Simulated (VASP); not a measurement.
# TePd (Pm-3m) in VASP: further runs

The runs below take TePd through single point, with LDA+U.

All numbers are computed with VASP 6.6.1; they aren't measurements. Logs are shortened: lines on timing, memory, paths and dates and some standing lists are left out, and cuts for length are marked.

**1. The cell of the first run**

It takes space group Pm-3m (No. 221, cubic). Conventional cell: a = 3.631 Å, b = 3.631 Å, c = 3.631 Å, α = 90.00°, β = 90.00°, γ = 90.00°. Pd (site symmetry m-3m) has 8 Te at 3.14 Å and 6 Pd at 3.63 Å within 4.1 Å. Te (site symmetry m-3m) has 8 Pd at 3.14 Å and 6 Te at 3.63 Å within 4.1 Å.

**2. Single point, LDA+U**

POSCAR

```
TePd
1.0
    3.6310931200      0.0000000000      0.0000000000
    0.0000000000      3.6310931200      0.0000000000
    0.0000000000      0.0000000000      3.6310931200
Pd Te
1 1
Direct
    0.0000000000      0.0000000000      0.0000000000
    0.5000000000      0.5000000000      0.5000000000
```

INCAR.step1

```
SYSTEM = TePd
ALGO = Normal
EDIFF = 1E-6
ENCUT = 400
GGA = CA
GGA_COMPAT = .FALSE.
ISIF = 2
ISMEAR = -1
LASPH = .TRUE.
LCHARG = .TRUE.
LDAU = .TRUE.
LDAUJ = 0 0
LDAUL = 2 -1
LDAUPRINT = 1
LDAUTYPE = 2
LDAUU = 3 0
LMAXMIX = 4
LORBIT = 11
LREAL = .FALSE.
LWAVE = .FALSE.
NBANDS = 15
NEDOS = 2001
NELM = 200
PREC = Accurate
SIGMA = 0.05
```

KPOINTS.step1

```
k-points
0
G
  7 7 7
  0 0 0
```

INCAR.step2

```
SYSTEM = TePd
ALGO = Normal
EDIFF = 1E-6
ENCUT = 400
GGA = CA
GGA_COMPAT = .FALSE.
ICHARG = 11
ISIF = 2
ISMEAR = -5
LASPH = .TRUE.
LCHARG = .FALSE.
LDAU = .TRUE.
LDAUJ = 0 0
LDAUL = 2 -1
LDAUPRINT = 1
LDAUTYPE = 2
LDAUU = 3 0
LMAXMIX = 4
LORBIT = 10
LREAL = .FALSE.
LWAVE = .FALSE.
NBANDS = 15
NEDOS = 2001
NELM = 200
PREC = Accurate
SIGMA = 0.05
```

KPOINTS.step2

```
k-points
0
G
  11 11 11
  0 0 0
```

Potentials or basis: VASP PAW LDA potentials, release 64 (Pd, Te).

Started as:

```sh
> cat potpaw_LDA.64/Pd/POTCAR potpaw_LDA.64/Te/POTCAR > POTCAR
> cp INCAR.step1 INCAR
> cp KPOINTS.step1 KPOINTS
> mpirun -np 1 vasp_std > vasp.out
> cp INCAR.step2 INCAR
> cp KPOINTS.step2 KPOINTS
> mpirun -np 1 vasp_std > vasp.out
```

OUTCAR:

```text
SYSTEM = TePd
   EDIFF = 1E-6
   ENCUT = 400
   GGA = CA
   ICHARG = 11
   ISIF = 2
   ISMEAR = -5
   LASPH = .TRUE.
   LORBIT = 10
   LREAL = .FALSE.
   NELM = 200
   PREC = Accurate

 ion  position               nearest neighbor table
   1  0.000  0.000  0.000-   2 3.14   2 3.14   2 3.14   2 3.14   2 3.14   2 3.14   2 3.14   2 3.14

   2  0.500  0.500  0.500-   1 3.14   1 3.14   1 3.14   1 3.14   1 3.14   1 3.14   1 3.14   1 3.14

  LATTYP: Found a simple cubic cell.
 ALAT       =     3.6310931200

  Lattice vectors:

 A1 = (   3.6310931200,   0.0000000000,   0.0000000000)
 A2 = (   0.0000000000,   3.6310931200,   0.0000000000)
 A3 = (   0.0000000000,   0.0000000000,   3.6310931200)

Analysis of symmetry for initial positions (statically):
=====================================================================
 Subroutine PRICEL returns:
 Original cell was already a primitive cell.

 Routine SETGRP: Setting up the symmetry group for a
 simple cubic supercell.

 Subroutine GETGRP returns: Found 48 space group operations
 (whereof 48 operations were pure point group operations)
 out of a pool of 48 trial point group operations.

The static configuration has the point symmetry O_h .

Analysis of symmetry for dynamics (positions and initial velocities):
=====================================================================
 Subroutine PRICEL returns:
 Original cell was already a primitive cell.

 Routine SETGRP: Setting up the symmetry group for a
 simple cubic supercell.

 Subroutine GETGRP returns: Found 48 space group operations
 (whereof 48 operations were pure point group operations)
 out of a pool of 48 trial point group operations.

The dynamic configuration has the point symmetry O_h .

 Subroutine INISYM returns: Found 48 space group operations
 (whereof 48 operations are pure point group operations),
 and found     1 'primitive' translations

----------------------------------------------------------------------------------------

                                     Primitive cell

  volume of cell :      47.8754

  direct lattice vectors                    reciprocal lattice vectors
     3.631093120  0.000000000  0.000000000     0.275399161  0.000000000  0.000000000
     0.000000000  3.631093120  0.000000000     0.000000000  0.275399161  0.000000000
     0.000000000  0.000000000  3.631093120     0.000000000  0.000000000  0.275399161

  length of vectors
     3.631093120  3.631093120  3.631093120     0.275399161  0.275399161  0.275399161

  position of ions in fractional coordinates (direct lattice)
     0.000000000  0.000000000  0.000000000
     0.500000000  0.500000000  0.500000000

  ion indices of the primitive-cell ions
   primitive index   ion index
                 1           1
                 2           2

----------------------------------------------------------------------------------------

 KPOINTS: k-points

Automatic generation of k-mesh.
 Grid dimensions read from file:
 generate k-points for:   11   11   11

 Generating k-lattice:

  Cartesian coordinates                     Fractional coordinates (reciprocal lattice)
     0.025036287  0.000000000  0.000000000     0.090909091  0.000000000  0.000000000
     0.000000000  0.025036287  0.000000000     0.000000000  0.090909091  0.000000000
     0.000000000  0.000000000  0.025036287     0.000000000  0.000000000  0.090909091

  Length of vectors
     0.025036287  0.025036287  0.025036287

  Shift w.r.t. Gamma in fractional coordinates (k-lattice)
     0.000000000  0.000000000  0.000000000

 TETIRR: Found    651 inequivalent tetrahedra from     7986
[... 43 lines left out ...]
   ISTART =      0    job   : 0-new  1-cont  2-samecut
   ICHARG =     11    charge: 1-file 2-atom 10-const
   ISPIN  =      1    spin polarized calculation?
   LNONCOLLINEAR =      F non collinear calculations
   LSORBIT =      F    spin-orbit coupling
   LASPH  =      T    aspherical Exc in radial PAW
   ENCUT  =  400.0 eV  29.40 Ry    5.42 a.u.   5.92  5.92  5.92*2*pi/ulx,y,z
   NELM   =    200;   NELMIN=  2; NELMDL=  0     # of ELM steps
   EDIFF  = 0.1E-05   stopping-criterion for ELM
   LREAL  =      F    real-space projection
[... 7 lines left out ...]
   TEBEG  =    0.0;   TEEND  =   0.0 temperature during run
   PSTRESS=    0.0 pullay stress
   NELECT =      16.0000    total number of electrons
   NUPDOWN=      -1.0000    fix difference up-down
   EMIN   =  10.00;   EMAX   =-10.00  energy-range for DOS
   EFERMI =   0.00;   METHOD = LEGACY
   ISMEAR =    -5;   SIGMA  =   0.05  broadening in eV -4-tet -1-fermi 0-gaus
   EFERMI_NEDOS =   21; number of points for ismear=-14 and -15
   IALGO  =     38    algorithm
   IMIX   =      4    mixing-type and parameters
     AMIX     =   0.40;   BMIX     =  1.00
     AMIX_MAG =   1.60;   BMIX_MAG =  1.00
  volume/ion in A,a.u.               =      23.94       161.54
  Fermi-wavevector in a.u.,A,eV,Ry     =   1.136085  2.146889 17.560887  1.290689
  Thomas-Fermi vector in A             =   2.272790
   LORBIT       =     10    0 simple, 1 ext, 2 COOP (PROOUT), +10 PAW based schemes
 LDA+U is selected, type is set to LDAUTYPE =  2
   angular momentum for each species LDAUL =     2   -1
   U (eV)           for each species LDAUU =   3.0  0.0
   J (eV)           for each species LDAUJ =   0.0  0.0
   GGA     = CA    functional components
   LHFCALC =     F    Hartree Fock is set to
   AEXX    =    0.0000 exact exchange contribution
   IVDW    =     0    specifies the selected vdW correction
   LEPSILON=     F    determine dielectric tensor
   LRPA    =     F    only Hartree local field effects (RPA)
 non-spin polarized calculation
 Fermi weights with tetrahedron method with Bloechl corrections
  energy-cutoff  :      400.00
  volume of cell :       47.88
 maximum number of plane-waves:       895
 NGX is ok and might be reduce to    24

atom =   1  type =  1  l = 2

 onsite density matrix

spin component  1

  0.8656 -0.0000  0.0000  0.0000  0.0000
 -0.0000  0.8656  0.0000  0.0000  0.0000
  0.0000  0.0000  0.9288  0.0000 -0.0000
  0.0000  0.0000  0.0000  0.8656  0.0000
  0.0000  0.0000 -0.0000  0.0000  0.9288

spin component  2

  0.8656 -0.0000  0.0000  0.0000  0.0000
 -0.0000  0.8656  0.0000  0.0000  0.0000
  0.0000  0.0000  0.9288  0.0000 -0.0000
  0.0000  0.0000  0.0000  0.8656  0.0000
  0.0000  0.0000 -0.0000  0.0000  0.9288

 occupancies and eigenvectors

  o =  0.8656  v =  0.0000  0.0761  0.0000  0.9971 -0.0000  0.0000  0.0000  0.0000  0.0000  0.0000      0.0000  0.0000  0.0000  0.0000  0.0000  0.0000  0.0000  0.0000  0.0000  0.0000
  o =  0.8656  v =  0.0000  0.0000  0.0000  0.0000  0.0000  0.0000  0.0761  0.0000  0.9971 -0.0000      0.0000  0.0000  0.0000  0.0000  0.0000  0.0000  0.0000  0.0000  0.0000  0.0000
  o =  0.8656  v =  0.0000 -0.9971 -0.0000  0.0761  0.0000  0.0000  0.0000  0.0000  0.0000  0.0000      0.0000  0.0000  0.0000  0.0000  0.0000  0.0000  0.0000  0.0000  0.0000  0.0000
  o =  0.8656  v =  0.0000  0.0000  0.0000  0.0000  0.0000  0.0000 -0.9971 -0.0000  0.0761  0.0000      0.0000  0.0000  0.0000  0.0000  0.0000  0.0000  0.0000  0.0000  0.0000  0.0000
  o =  0.8656  v =  1.0000  0.0000  0.0000  0.0000  0.0000  0.0000  0.0000  0.0000  0.0000  0.0000      0.0000  0.0000  0.0000  0.0000  0.0000  0.0000  0.0000  0.0000  0.0000  0.0000
  o =  0.8656  v =  0.0000  0.0000  0.0000  0.0000  0.0000  1.0000  0.0000  0.0000  0.0000  0.0000      0.0000  0.0000  0.0000  0.0000  0.0000  0.0000  0.0000  0.0000  0.0000  0.0000
  o =  0.9288  v =  0.0000  0.0000  0.0000  0.0000  0.0000  0.0000  0.0000 -0.0000  0.0000  1.0000      0.0000  0.0000  0.0000  0.0000  0.0000  0.0000  0.0000  0.0000  0.0000  0.0000
  o =  0.9288  v =  0.0000  0.0000 -0.0000  0.0000  1.0000  0.0000  0.0000  0.0000  0.0000  0.0000      0.0000  0.0000  0.0000  0.0000  0.0000  0.0000  0.0000  0.0000  0.0000  0.0000
  o =  0.9288  v =  0.0000  0.0000  0.0000  0.0000  0.0000  0.0000  0.0000 -1.0000  0.0000 -0.0000      0.0000  0.0000  0.0000  0.0000  0.0000  0.0000  0.0000  0.0000  0.0000  0.0000
  o =  0.9288  v =  0.0000  0.0000 -1.0000  0.0000 -0.0000  0.0000  0.0000  0.0000  0.0000  0.0000      0.0000  0.0000  0.0000  0.0000  0.0000  0.0000  0.0000  0.0000  0.0000  0.0000

 number of electron      15.9999985 magnetization

 Free energy of the ion-electron system (eV)
  ---------------------------------------------------
  ext. energy  EPLUGINS =         0.00000000
  ---------------------------------------------------
  free energy    TOTEN  =        -8.29035940 eV

  energy without entropy =       -8.29035940  energy(sigma->0) =       -8.29035940

 E-fermi :   7.0832     XC(G=0): -10.8788

 val. band max:        7.2075391146   @ k =   0.4545   0.4545   0.4545
 cond. band min:       7.0324869730   @ k =   0.2727   0.2727   0.1818
 fundamental gap:     -0.1750521416
 Fermi energy:         7.0831722138

 k-point     1 :       0.0000    0.0000    0.0000
  band No.  band energies     occupation
      1      -5.5980      2.00000
      2       3.7458      2.00000
      3       3.7458      2.00000
      4       4.8190      2.00000
      5       4.8190      2.00000
      6       4.8190      2.00000
      7       6.4268      2.00000
      8       6.4268      2.00000
      9       6.4268      2.00000
     10       8.6561      0.00000
     11      13.4285      0.00000
     12      13.4285      0.00000
     13      19.6030      0.00000
     14      19.6030      0.00000
[... 401 lines left out ...]
      2       2.5957      2.00000
      3       3.7714      2.00000
      4       4.1301      2.00000
      5       4.1632      2.00000
      6       4.7353      2.00000
      7       5.1444      2.00000
      8       6.8957      1.79816
      9       7.4300     -0.01964
     10      11.5078      0.00000
     11      13.9621      0.00000
     12      14.3257      0.00000
     13      15.3419      0.00000
     14      16.6081      0.00000
     15      17.9388      0.00000

 [... further k-points ...]
[... 5 lines left out ...]
  --------------------------------------------------------------------------------------
  -------------------------------------------------------------------------------------
  Total       -5.2180816     -5.2180816     -5.2180816     -0.0000000     -0.0000000     -0.0000000
  in kB     -174.6261525   -174.6261525   -174.6261525     -0.0000000     -0.0000000     -0.0000000
  external PRESSURE =    -174.6261525 kB  Pullay stress =       0.0000000 kB

 VOLUME and BASIS-vectors are now :
 -----------------------------------------------------------------------------
  energy-cutoff  :      400.00
  volume of cell :       47.88
      direct lattice vectors                 reciprocal lattice vectors
     3.631093120  0.000000000  0.000000000     0.275399161  0.000000000  0.000000000
     0.000000000  3.631093120  0.000000000     0.000000000  0.275399161  0.000000000
     0.000000000  0.000000000  3.631093120     0.000000000  0.000000000  0.275399161

 POSITION                                       TOTAL-FORCE (eV/Angst)
 -----------------------------------------------------------------------------------
      0.00000      0.00000      0.00000         0.000000      0.000000      0.000000
      1.81555      1.81555      1.81555         0.000000      0.000000      0.000000
 -----------------------------------------------------------------------------------
    total drift:                               -0.000000      0.000000      0.000000

  FREE ENERGIE OF THE ION-ELECTRON SYSTEM (eV)
  ---------------------------------------------------
  free  energy   TOTEN  =        -8.2903593981 eV

  energy  without entropy=       -8.2903593981  energy(sigma->0) =       -8.29035940

 total charge

# of ion       s       p       d       tot
------------------------------------------
    1        0.259   0.216   8.864   9.339
    2        1.451   1.691   0.044   3.186
--------------------------------------------------
tot          1.710   1.908   8.908  12.525
```

Run time: 27 s. Hardware: 1 thread of Intel Xeon 8259CL, shared host; peak memory 0.14 GiB.

Results:

```
Valence electrons inside the program's atomic spheres : Pd 9.34; Te 3.19
```

Eigenvalues of the final occupation matrices:
| site | spin | trace | eigenvalues |
| --- | --- | --- | --- |
| site 1 d | 1 | 4.45 | 0.87 0.87 0.87 0.93 0.93 |
| site 1 d | 2 | 4.45 | 0.87 0.87 0.87 0.93 0.93 |

Caveat: spin-orbit coupling is left out, which moves the levels of the heavy elements; U without spin polarisation on a metal has little footing; the U is typed as a test and isn't derived for this compound.

**3. Single point, LDA+U**

POSCAR is that of step 2.

INCAR.step1

```
SYSTEM = TePd
PREC     = Accurate       ! precision mode
ENCUT    = 400            ! plane-wave cutoff, eV
EDIFF    = 1E-6           ! SCF threshold, eV
ISMEAR   = -1             ! smearing method
SIGMA    = 0.05           ! smearing width, eV
LREAL    = .False.        ! projectors in reciprocal space
LASPH    = .True.         ! aspherical terms in the spheres
NELM     = 200            ! most SCF steps
ALGO     = Normal         ! electronic algorithm
ISIF     = 2              ! what is computed and relaxed
LWAVE    = .False.        ! write WAVECAR
LCHARG   = .True.         ! write CHGCAR
LMAXMIX  = 4              ! l up to which the mixer works
LDAU     = .True.         ! DFT+U
LDAUTYPE = 2            
LDAUL    = 2 -1           ! shell
LDAUU    = 4 0            ! U, eV
LDAUJ    = 0 0          
LDAUPRINT= 1            
NBANDS   = 15             ! bands
GGA_COMPAT= .False.      
NEDOS    = 2001           ! points of the DOS
LORBIT   = 11             ! projections on sites
```

KPOINTS.step1

```
regular mesh
0
Gamma
  7 7 7
  0 0 0
```

INCAR.step2

```
SYSTEM = TePd
PREC     = Accurate       ! precision mode
ENCUT    = 400            ! plane-wave cutoff, eV
EDIFF    = 1E-6           ! SCF threshold, eV
ISMEAR   = -5             ! smearing method
SIGMA    = 0.05           ! smearing width, eV
LREAL    = .False.        ! projectors in reciprocal space
LASPH    = .True.         ! aspherical terms in the spheres
NELM     = 200            ! most SCF steps
ALGO     = Normal         ! electronic algorithm
ISIF     = 2              ! what is computed and relaxed
LWAVE    = .False.        ! write WAVECAR
LCHARG   = .False.        ! write CHGCAR
LMAXMIX  = 4              ! l up to which the mixer works
LDAU     = .True.         ! DFT+U
LDAUTYPE = 2            
LDAUL    = 2 -1           ! shell
LDAUU    = 4 0            ! U, eV
LDAUJ    = 0 0          
LDAUPRINT= 1            
LORBIT   = 11             ! projections on sites
NEDOS    = 1001           ! points of the DOS
ICHARG   = 11             ! starting density
GGA_COMPAT= .False.
```

KPOINTS.step2

```
regular mesh
0
Gamma
  11 11 11
  0 0 0
```

Potentials or basis: VASP PAW LDA potentials, release 64 (Pd, Te).

Started as:

```sh
> cat potpaw_LDA.64/Pd/POTCAR potpaw_LDA.64/Te/POTCAR > POTCAR
> cp INCAR.step1 INCAR
> cp KPOINTS.step1 KPOINTS
> mpirun -np 1 vasp_std > vasp.out
> cp INCAR.step2 INCAR
> cp KPOINTS.step2 KPOINTS
> mpirun -np 1 vasp_std > vasp.out
```

Run time: 23 s. Hardware: 1 thread of Intel Xeon 8259CL, shared host; peak memory 0.14 GiB.

The run converged. Its results:

| Property | Result |
| --- | --- |
| Valence electrons inside the program's atomic spheres | Pd 9.44; Te 3.18 |

Levels at points of the mesh, in eV from the Fermi level:
```tsv
k point	band 5	band 6	band 7	band 8	band 9	band 10	band 11	band 12
(0.00, 0.00, 0.00)	-2.39	-2.39	-0.59	-0.59	-0.59	1.72	6.36	6.36
```

Eigenvalues of the final occupation matrices:
```tsv
site	spin	trace	eigenvalues
site 1 d	1	4.52	0.88 0.88 0.88 0.94 0.94
site 1 d	2	4.52	0.88 0.88 0.88 0.94 0.94
```

Caveat: spin-orbit coupling is left out, which moves the levels of the heavy elements; U without spin polarisation on a metal has little footing; the U is typed as a test and isn't derived for this compound.
